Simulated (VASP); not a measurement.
AgCl, 2 atoms in the cell. It takes space group Immm (No. 71, orthorhombic). Conventional cell: a = 3.909 Å, b = 4.028 Å, c = 5.612 Å, α = 90.00°, β = 90.00°, γ = 90.00°. Within 3.7 Å of Ag (site symmetry mmm) lie 6 Cl at 2.81 Å. Cl (site symmetry mmm) has 6 Ag at 2.81 Å within 3.7 Å.  This cell differs from its parent crystal: strain +0.0300 x Voigt [0, 0, 0, 1, 0, 0].

- Program: VASP 6.6.1
- Task: single point
- Functional: PBE
- Potentials or basis: VASP PAW PBE potentials, release 64 (Ag, Cl)
- Cutoff: 520 eV
- k mesh: 8 × 8 × 8
- Occupations: gaussian, width 0.05 eV
- Spin: no spin polarisation
- Dipole correction: no
- Further INCAR settings: ALGO = Normal; EDIFF = 1e-06; NBANDS = 16

Potentials or basis: VASP PAW PBE potentials, release 64 (Ag, Cl).

Launch:

```sh
$ cat potpaw_PBE.64/Ag/POTCAR potpaw_PBE.64/Cl/POTCAR > POTCAR
$ mpirun -np 1 vasp_std > vasp.out
```

Hardware: 1 thread of Intel Xeon 8259CL (shared host).

**Question.** How long does it take, and how much memory?

**Answer.** Wall time 63 s on 1 thread of Intel Xeon 8259CL (shared host), peak memory 0.21 GiB. Counts: scf iterations 12, k points 95.
